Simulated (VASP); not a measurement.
Write the native input for VASP 6.6.1 that does the following.

```yaml
Task: single point
Functional: PBE
Potentials_or_basis: VASP PAW PBE potentials, release 64 (Ag)
Cutoff: 520 eV
k_mesh: 18 × 18 × 10
Occupations: gaussian, width 0.1 eV
Spin: no spin polarisation
Dipole_correction: no
Further_INCAR_settings: ALGO = Fast; EDIFF = 1e-06; NBANDS = 18
```

The structure of Ag lies in POSCAR:

```
Ag
1.0
    2.9341770114      0.0000000000      0.0000000000
   -1.4670885057      2.5410718311      0.0000000000
    0.0000000000      0.0000000000      4.7990779197
Ag
2
Direct
    0.3333333333      0.6666666667      0.2500000000
    0.6666666667      0.3333333333      0.7500000000
```

These files were run (other wordings do the same):

INCAR

```
ALGO     = Fast           # electronic algorithm
EDIFF    = 1E-6           # SCF threshold, eV
ENCUT    = 520            # plane-wave cutoff, eV
GGA      = PE             # functional
ISIF     = 2              # what is computed and relaxed
ISMEAR   = 0              # smearing method
LASPH    = T              # aspherical terms in the spheres
LCHARG   = F              # write CHGCAR
LREAL    = F              # projectors in reciprocal space
LWAVE    = F              # write WAVECAR
NBANDS   = 18             # bands
NELM     = 60             # most SCF steps
PREC     = Accurate       # precision mode
SIGMA    = 0.1            # smearing width, eV
```

KPOINTS

```
k-points
0
Gamma
  18 18 10
```

Potentials or basis: VASP PAW PBE potentials, release 64 (Ag).

Command:

```bash
$ cat potpaw_PBE.64/Ag/POTCAR > POTCAR
$ mpirun -np 1 vasp_std > vasp.out
```

Results of the run:

```
Pressure               : 0.0 GPa
Band gap on the k mesh : zero (band 11 reaches 11.76 eV, above the bottom of band 12 at 4.41 eV)
```

Run time: 110 s on 1 thread of Intel(R) Xeon(R) Platinum 8259CL CPU @ 2.50GHz (Skylake/Cascade Lake), on a shared host, peak memory 0.24 GiB.
